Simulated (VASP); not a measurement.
Here is a VASP 6.6.1 calculation.

The input INCAR:

```
PREC     = Accurate       # precision mode
ENCUT    = 520            # plane-wave cutoff, eV
EDIFF    = 1E-6           # SCF threshold, eV
ISMEAR   = 0              # smearing method
SIGMA    = 0.1            # smearing width, eV
LREAL    = Auto         
LASPH    = True           # aspherical terms in the spheres
NELM     = 100            # most SCF steps
ALGO     = Normal         # electronic algorithm
ISIF     = 2              # what is computed and relaxed
LWAVE    = False          # write WAVECAR
LCHARG   = False          # write CHGCAR
GGA      = PE             # functional
NBANDS   = 126            # bands
```

File KPOINTS:

```
Automatic mesh
0
Gamma
  6 6 1
```

File POSCAR:

```
Ge
1.0
    3.9191820100      0.0000000000      0.0000000000
   -1.9595910000      3.3941111800      0.0000000000
    0.0000000000      0.0000000000     25.6000205100
Ge
16
Direct
    0.0000000000      0.0000000000      0.0468800000
    0.0000000000      0.0000000000      0.5468800000
    0.0000000000      0.0000000000      0.4531200000
    0.0000000000      0.0000000000      0.9531200000
    0.3333333300      0.6666666700      0.0781300000
    0.6666666700      0.3333333300      0.5781300000
    0.3333333300      0.6666666700      0.4218700000
    0.6666666700      0.3333333300      0.9218700000
    0.3333333300      0.6666666700      0.1718800100
    0.6666666700      0.3333333300      0.6718800100
    0.3333333300      0.6666666700      0.3281199900
    0.6666666700      0.3333333300      0.8281199900
    0.3333333300      0.6666666700      0.7968800100
    0.6666666700      0.3333333300      0.2968800100
    0.3333333300      0.6666666700      0.7031199900
    0.6666666700      0.3333333300      0.2031199900
```

Potentials or basis: VASP PAW PBE potentials, release 64 (Ge_d).

Command:

```sh
$ cat potpaw_PBE.64/Ge_d/POTCAR > POTCAR
$ mpirun -np 1 vasp_std > vasp.out
```

(1) Estimate the pressure.

(2) Predict the band gap on the k mesh.

## Answers

(1) 8.8 GPa.

(2) 0.24 eV.

Caveat: the cell stands under pressure.
